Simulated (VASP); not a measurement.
MgS:

```
CELL_PARAMETERS angstrom
0.00000 2.60152 2.60152
2.60152 0.00000 2.60152
2.60152 2.60152 0.00000
ATOMIC_POSITIONS crystal
Mg 0.00000 0.00000 0.00000
S 0.50000 0.50000 0.50000
```

Base run:

```yaml
Program: VASP 6.6.1
Functional: PBE
Potentials_or_basis: VASP PAW PBE potentials, release 64 (Mg, S)
Cutoff: 520 eV
k_mesh: 6 × 6 × 6
Occupations: gaussian, width 0.01 eV
Spin: no spin polarisation
```

Its results: band gap on the k mesh 2.77 eV, indirect (least direct gap 3.71 eV); pressure 0.9 GPa.

**Question.** The run is repeated on the same cell with these changes: functional from PBE to r2SCAN0; further incar settings from ALGO = Normal; EDIFF = 1e-06; NBANDS = 11 to ALGO = Normal; EDIFF = 1e-07; NBANDS = 11. What comes out?

**Answer.** Band gap on the k mesh 4.91 eV, indirect (least direct gap 6.07 eV); pressure -1.3 GPa.

Caveats: the PAW data sets were made with another functional, which shifts forces and pressure a little (some runs).

A k mesh can miss the band edges.
